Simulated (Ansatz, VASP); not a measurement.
**Two plane-wave programs on Os**

The input INCAR:

```
PREC     = Accurate       # precision mode
ENCUT    = 520            # plane-wave cutoff, eV
EDIFF    = 1E-6           # SCF threshold, eV
ISMEAR   = -1             # smearing method
SIGMA    = 1.0            # smearing width, eV
LREAL    = False          # projectors in reciprocal space
LASPH    = True           # aspherical terms in the spheres
NELM     = 100            # most SCF steps
ALGO     = Normal         # electronic algorithm
ISIF     = 2              # what is computed and relaxed
LWAVE    = False          # write WAVECAR
LCHARG   = False          # write CHGCAR
GGA      = CA             # functional
NBANDS   = 15             # bands
```

The input KPOINTS:

```
Automatic mesh
0
Gamma
  13 13 8
```

Contents of POSCAR:

```
Os
1.0
    2.7175247593      0.0000000000      0.0000000000
   -1.3587623796      2.3534454770      0.0000000000
    0.0000000000      0.0000000000      4.2844606214
Os
2
Direct
    0.3333333333      0.6666666667      0.2500000000
    0.6666666667      0.3333333333      0.7500000000
```

Input for Ansatz:

```yaml
crystal:
  lattice:
    - [2.7175247593, 0.0, 0.0]
    - [-1.3587623796, 2.353445477, 0.0]
    - [0.0, 0.0, 4.2844606214]
  atoms:
    - { symbol: Os, position: [0.3333333333, 0.6666666667, 0.25] }
    - { symbol: Os, position: [0.6666666667, 0.3333333333, 0.75] }
hamiltonian:
  xc: lda
  pseudopotentials:
    kind: paw
    azcp:
      Os: "pseudopotentials/Os.paw.azcp"
basis:
  ecutwfc: 420
  fft_grid_basis: typed
kpoints:
  mp_grid: { grid: [13, 13, 8], shift: [0, 0, 0] }
magnetization:
  spin_polarized: false
scf:
  occupations: { method: fermi_dirac, width: 1.0 }
  lower_state_search: "off"
output:
  stress: true
```

Alike in both runs: task single point; functional LDA; k mesh 13 × 13 × 8; occupations fermi-dirac, width 1 eV; no spin polarisation.

```csv
,VASP,Ansatz
version,VASP 6.6.1,Ansatz 0.2.0
potentials or method,"VASP PAW LDA potentials, release 64 (Os), cutoff 520 eV","plane waves (420 eV) with PAW, scalar-relativistic"
valence electrons in the cell,16,32
```

|  | VASP | Ansatz | Ansatz less VASP |
| --- | --- | --- | --- |
| pressure (GPa) | 26.0 | 24.2 | -1.81 |
| traceless stress, the component that is largest in VASP (GPa) | 5.70 | 5.78 | +0.081 |

Ansatz warns that its potentials were made for another functional, while VASP's fit it. LDA's correlation is that of Perdew and Zunger in VASP and of Perdew and Wang (1992) in Ansatz. VASP's potentials hold 16 valence electrons a cell and Ansatz's 32, so a difference there can come from the potentials and not from the codes.

Spin-orbit coupling is off throughout.
